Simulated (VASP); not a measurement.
# Mg3ZnS4 (Pm) in VASP: single point with PBEsol

Aim: the single point of Mg3ZnS4 with PBEsol.

Program: VASP 6.6.1. These are calculated values, not measurements. Logs are shortened: lines on timing, memory, paths and dates and some standing lists are left out, and cuts for length are marked.

## 1. The cell of the first run

It takes space group Pm (No. 6, monoclinic). The conventional cell has a = 3.638 Å, b = 10.277 Å, c = 3.638 Å, α = 90.00°, β = 90.00°, γ = 90.00°. Mg (site symmetry 1) has 6 S at 2.54 to 2.60 Å within 3.4 Å. Mg (site symmetry m) has 6 S at 2.57 to 2.62 Å within 3.4 Å. Zn (site symmetry m) has 6 S at 2.52 to 2.59 Å within 3.3 Å. S (site symmetry 1) has 1 Zn at 2.52 Å and 5 Mg at 2.57 to 2.62 Å within 3.3 Å. Within 3.4 Å of S (site symmetry m) lie 2 Mg at 2.54 Å and 4 Zn at 2.55 to 2.59 Å. S (site symmetry m) has 6 Mg at 2.57 to 2.60 Å within 3.4 Å.

## 2. Single point, PBEsol

INCAR reads:

```
SYSTEM = Mg3ZnS4
PREC = Accurate ; ENCUT = 840
EDIFF = 1E-6 ; ISMEAR = -1
SIGMA = 0.05 ; LREAL = .False.
LASPH = .True. ; NELM = 120
ALGO = Normal ; ISIF = 2
LWAVE = .False. ; LCHARG = .False.
GGA = PS ; NBANDS = 43
GGA_COMPAT = .False.
```

KPOINTS reads:

```
regular mesh
0
Gamma
  6 6 2
  0 0 0
```

POSCAR reads:

```
Mg3ZnS4
1.0
    3.6378247158     -0.0000987803      0.0000130318
   -0.0001001168      3.6378473385     -0.0000039147
    0.0000296471     -0.0000091111     10.2772402835
Mg Zn S
3 1 4
Direct
    0.4948615759      0.5029888386      0.7568771667
   -0.0050332237      0.0029604908      0.5039739842
    0.4948597518      0.5029941354      0.2510756100
    0.0002808811      0.0014038916      0.0039751751
   -0.0053314437      0.0030332540      0.2492585519
    0.4947560981      0.5029911212      0.0039757454
   -0.0053307715      0.0030344827      0.7586996787
    0.4949393988      0.5029601701      0.5039786115
```

Potentials or basis: VASP PAW PBE potentials, release 64 (Mg_sv, Zn, S).

Run with:

```sh
cat potpaw_PBE.64/Mg_sv/POTCAR potpaw_PBE.64/Zn/POTCAR potpaw_PBE.64/S/POTCAR > POTCAR
mpirun -np 1 vasp_std > vasp.out
```

OUTCAR:

```text
SYSTEM = Mg3ZnS4
   PREC = Accurate
   ENCUT = 840
   EDIFF = 1E-6
   ISMEAR = -1
   LREAL = .False.
   LASPH = .True.
   NELM = 120
   ISIF = 2
   GGA = PS

 ion  position               nearest neighbor table
   1  0.495  0.503  0.757-   6 2.54
   2  0.995  0.003  0.504-
   3  0.495  0.503  0.251-   6 2.54
   4  0.000  0.001  0.004-   7 2.52   5 2.52   6 2.55   6 2.56   6 2.58   6 2.59
   5  0.995  0.003  0.249-   4 2.52
   6  0.495  0.503  0.004-   1 2.54   3 2.54   4 2.55   4 2.56   4 2.58   4 2.59
   7  0.995  0.003  0.759-   4 2.52
   8  0.495  0.503  0.504-

  LATTYP: Found a base centered orthorhombic cell.
 ALAT       =     5.1445364058
 B/A-ratio  =     1.0000546761
 C/A-ratio  =     1.9976999817

  Lattice vectors:

 A1 = (   3.6378247158,  -0.0000987803,   0.0000130318)
 A2 = (  -0.0001001168,   3.6378473385,  -0.0000039147)
 A3 = (   0.0000296471,  -0.0000091111,  10.2772402835)

Analysis of symmetry for initial positions (statically):
=====================================================================
 Subroutine PRICEL returns:
 Original cell was already a primitive cell.

 Routine SETGRP: Setting up the symmetry group for a
 base centered orthorhombic supercell.

 Subroutine GETGRP returns: Found  2 space group operations
 (whereof  1 operations were pure point group operations)
 out of a pool of  8 trial point group operations.

The static configuration has the point symmetry C_1 .
 The point group associated with its full space group is C_1h.

Analysis of symmetry for dynamics (positions and initial velocities):
=====================================================================
 Subroutine PRICEL returns:
 Original cell was already a primitive cell.

 Routine SETGRP: Setting up the symmetry group for a
 base centered orthorhombic supercell.

 Subroutine GETGRP returns: Found  2 space group operations
 (whereof  1 operations were pure point group operations)
 out of a pool of  8 trial point group operations.

The dynamic configuration has the point symmetry C_1 .
 The point group associated with its full space group is C_1h.

 Subroutine INISYM returns: Found  2 space group operations
 (whereof  1 operations are pure point group operations),
 and found     1 'primitive' translations

----------------------------------------------------------------------------------------
[... 103 lines left out ...]
   ENCUT  =  840.0 eV  61.74 Ry    7.86 a.u.   8.60  8.60 24.29*2*pi/ulx,y,z
   NELM   =    120;   NELMIN=  2; NELMDL= -5     # of ELM steps
   EDIFF  = 0.1E-05   stopping-criterion for ELM
   LREAL  =      F    real-space projection
   EDIFFG = 0.1E-04   stopping-criterion for IOM
   NSW    =      0    number of steps for IOM
   IBRION =     -1    ionic relax: 0-MD 1-quasi-New 2-CG
   NFREE  =      0    steps in history (QN), initial steepest desc. (CG)
   ISIF   =      2    stress and relaxation
   ISYM   =      2    0-nonsym 1-usesym 2-fastsym
   POTIM  = 0.5000    time-step for ionic-motion
   TEBEG  =    0.0;   TEEND  =   0.0 temperature during run
   PSTRESS=    0.0 pullay stress
   NELECT =      66.0000    total number of electrons
   NUPDOWN=      -1.0000    fix difference up-down
   EMIN   =  10.00;   EMAX   =-10.00  energy-range for DOS
   EFERMI =   0.00;   METHOD = LEGACY
   ISMEAR =    -1;   SIGMA  =   0.05  broadening in eV -4-tet -1-fermi 0-gaus
   EFERMI_NEDOS =   21; number of points for ismear=-14 and -15
   IALGO  =     38    algorithm
   IMIX   =      4    mixing-type and parameters
     AMIX     =   0.40;   BMIX     =  1.00
     AMIX_MAG =   1.60;   BMIX_MAG =  1.00
  volume/ion in A,a.u.               =      17.00       114.73
  Fermi-wavevector in a.u.,A,eV,Ry     =   1.286477  2.431088 22.517942  1.655022
  Thomas-Fermi vector in A             =   2.418549
   LORBIT       =      0    0 simple, 1 ext, 2 COOP (PROOUT), +10 PAW based schemes
   GGA     = PS    functional components
   LHFCALC =     F    Hartree Fock is set to
   AEXX    =    0.0000 exact exchange contribution
   IVDW    =     0    specifies the selected vdW correction
   LEPSILON=     F    determine dielectric tensor
   LRPA    =     F    only Hartree local field effects (RPA)
 non-spin polarized calculation
  energy-cutoff  :      840.00
  volume of cell :      136.01
 maximum number of plane-waves:      7550
 NGX is ok and might be reduce to    36
   NGX = 17   NGY = 17   NGZ = 49

 number of electron      65.9999997 magnetization

 Free energy of the ion-electron system (eV)
  ---------------------------------------------------
  ext. energy  EPLUGINS =         0.00000000
  ---------------------------------------------------
  free energy    TOTEN  =       -34.19710235 eV

  energy without entropy =      -34.19709936  energy(sigma->0) =      -34.19710085

 E-fermi :   4.4903     XC(G=0): -10.3207

 val. band max:        3.9541395178   @ k =   0.5000  -0.0000   0.0000
 cond. band min:       4.9526229063   @ k =   0.5000   0.5000  -0.0000
 fundamental gap:      0.9984833885
 Fermi energy:         4.4902591011

 k-point     1 :       0.0000    0.0000    0.0000
  band No.  band energies     occupation
      1     -70.7372      2.00000
      2     -70.5535      2.00000
      3     -70.5528      2.00000
      4     -37.6921      2.00000
      5     -37.6846      2.00000
      6     -37.6846      2.00000
[... 1093 lines left out ...]
     42      11.1096      0.00000
     43      11.1180      0.00000

 [... further k-points ...]
[... 5 lines left out ...]
  --------------------------------------------------------------------------------------
  -------------------------------------------------------------------------------------
  Total        0.0332244      0.0352274      0.0330198      0.0003268     -0.0000001      0.0000002
  in kB        0.3913855      0.4149812      0.3889753      0.0038502     -0.0000008      0.0000025
  external PRESSURE =       0.3984474 kB  Pullay stress =       0.0000000 kB

 VOLUME and BASIS-vectors are now :
 -----------------------------------------------------------------------------
  energy-cutoff  :      840.00
  volume of cell :      136.01
      direct lattice vectors                 reciprocal lattice vectors
     3.637824716 -0.000098780  0.000013032     0.274889550  0.000007565 -0.000000793
    -0.000100117  3.637847338 -0.000003915     0.000007464  0.274887841  0.000000244
     0.000029647 -0.000009111 10.277240283    -0.000000349  0.000000105  0.097302386

 POSITION                                       TOTAL-FORCE (eV/Angst)
 -----------------------------------------------------------------------------------
      1.80019      1.82974      7.77861         0.000380     -0.000366     -0.001059
      3.61953      0.01067      5.17947         0.000437     -0.000439      0.000000
      1.80017      1.82976      2.58037         0.000380     -0.000366      0.001059
      0.00102      0.00511      0.04085        -0.002044      0.000886     -0.000000
      3.61844      0.01093      2.56170        -0.000117      0.000190      0.006163
      1.79979      1.82976      0.04086         0.001221     -0.000230      0.000000
      3.61845      0.01093      7.79735        -0.000117      0.000190     -0.006163
      1.80047      1.82964      5.17951        -0.000141      0.000135     -0.000000
 -----------------------------------------------------------------------------------
    total drift:                                0.001190     -0.000444     -0.086710

  FREE ENERGIE OF THE ION-ELECTRON SYSTEM (eV)
  ---------------------------------------------------
  free  energy   TOTEN  =       -34.1971023508 eV

  energy  without entropy=      -34.1970993551  energy(sigma->0) =      -34.19710085
```

It took 8.4 min on 1 thread of AMD EPYC 7R13 (Zen 3), shared host; peak memory 0.58 GiB.

Results:

```yaml
Free_energy: -34.1971 eV
Pressure: 0.0 GPa
Largest_force: 0.006 eV/Å
Band_gap_on_the_k_mesh: 1.00 eV (least direct gap 1.62 eV)
```

Forces on the atoms (eV/Å):
```
Mg   0.000  0.000 -0.001
Mg   0.000  0.000  0.000
Mg   0.000  0.000  0.001
Zn  -0.002  0.001  0.000
S    0.000  0.000  0.006
S    0.001  0.000  0.000
S    0.000  0.000 -0.006
S    0.000  0.000  0.000
```

Caveat: the PAW data sets were made with another functional, which shifts forces and pressure a little. A k mesh can miss the band edges.
